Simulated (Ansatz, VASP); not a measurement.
**Two plane-wave programs on BaS**

```
Ba S
1.0
     0.00000    3.21180    3.21180
     3.10099    0.00000    3.21180
     3.10099    3.21180    0.00000
Ba S
1 1
Direct
  0.00000 0.00000 0.00000
  0.50000 0.50000 0.50000
```

Change from the starting cell: uniaxial_x strain -3.5%.

Alike in both runs: task single point; functional PBE; k mesh 8 × 8 × 8; occupations fermi-dirac, width 0.02 eV; no spin polarisation.

|  | VASP | Ansatz |
| --- | --- | --- |
| version | VASP 6.6.1 | Ansatz 0.2.0 |
| potentials or method | VASP PAW PBE potentials, release 64 (Ba_sv, S) | plane waves, PAW |
| plane-wave cutoff (eV) | 520 | 420 |
| valence electrons in the cell | 16 | 16 |

|  | VASP | Ansatz | Ansatz less VASP |
| --- | --- | --- | --- |
| gap on the k mesh at the Fermi level (eV) | 1.97 | 2.08 | +0.111 |
| pressure (GPa) | 2.5 | 1.8 | -0.64 |
| traceless stress, the component that is largest in VASP (GPa) | 2.41 | 2.20 | -0.210 |

The functional is the same, so the differences come from potentials, cutoffs and numerics.

Spin-orbit coupling is off throughout.
